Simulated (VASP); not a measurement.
A run of VASP 6.6.1:

File INCAR:

```
SYSTEM = ZnS
ALGO = Normal
EDIFF = 1E-6
ENCUT = 520
GGA = PE
ISIF = 2
ISMEAR = 0
LASPH = .True.
LCHARG = .False.
LREAL = .False.
LWAVE = .False.
NBANDS = 16
NELM = 100
PREC = Accurate
SIGMA = 0.05
```

Contents of KPOINTS:

```
k-points
0
Gamma
  10 10 10
  0 0 0
```

POSCAR

```
ZnS
1.0
    0.0000000000      2.7046500000      2.7046500000
    2.7046500000      0.0000000000      2.7046500000
    2.7046500000      2.7046500000      0.0000000000
Zn S
1 1
Direct
    0.0831900616      0.0831900616     -0.1420143182
    0.7500000000      0.7500000000      0.7500000000
```

Potentials or basis: VASP PAW PBE potentials, release 64 (Zn, S).

The run is started by

```bash
$ cat potpaw_PBE.64/Zn/POTCAR potpaw_PBE.64/S/POTCAR > POTCAR
$ mpirun -np 1 vasp_std > vasp.out
```

Hardware: 1 thread of Intel(R) Xeon(R) Platinum 8375C CPU @ 2.90GHz (Ice Lake) (shared host).

Problem. How long does it take, and how much memory?

Solution. Run time: 2.1 min on 1 thread of Intel(R) Xeon(R) Platinum 8375C CPU @ 2.90GHz (Ice Lake), on a shared host, peak memory 0.29 GiB. Counts: scf iterations 12, k points 282.
